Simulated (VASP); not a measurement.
Input of a VASP 6.6.1 run:

Contents of INCAR:

```
SYSTEM = LiCl
ALGO = Normal ; EDIFF = 1E-7
ENCUT = 520 ; GGA = PS
ISIF = 2 ; ISMEAR = -1
LASPH = .TRUE. ; LCHARG = .FALSE.
LREAL = .FALSE. ; LWAVE = .FALSE.
NBANDS = 12 ; NELM = 80
PREC = Accurate ; SIGMA = 0.02
```

File KPOINTS:

```
k-points
0
G
  8 8 8
  0 0 0
```

Contents of POSCAR:

```
LiCl
1.0
    0.0000000000      2.5321670974      2.5321670974
    2.5321670974      0.0000000000      2.5321670974
    2.5321670974      2.5321670974      0.0000000000
Li Cl
1 1
Direct
    0.0000000000      0.0000000000      0.0000000000
    0.5000000000      0.5000000000      0.5000000000
```

Potentials or basis: VASP PAW PBE potentials, release 64 (Li_sv, Cl).

Command:

```sh
$ cat potpaw_PBE.64/Li_sv/POTCAR potpaw_PBE.64/Cl/POTCAR > POTCAR
$ mpirun -np 1 vasp_std > vasp.out
```

What does it give for the band gap on the k mesh?

6.36 eV.

 A k mesh can miss the band edges.
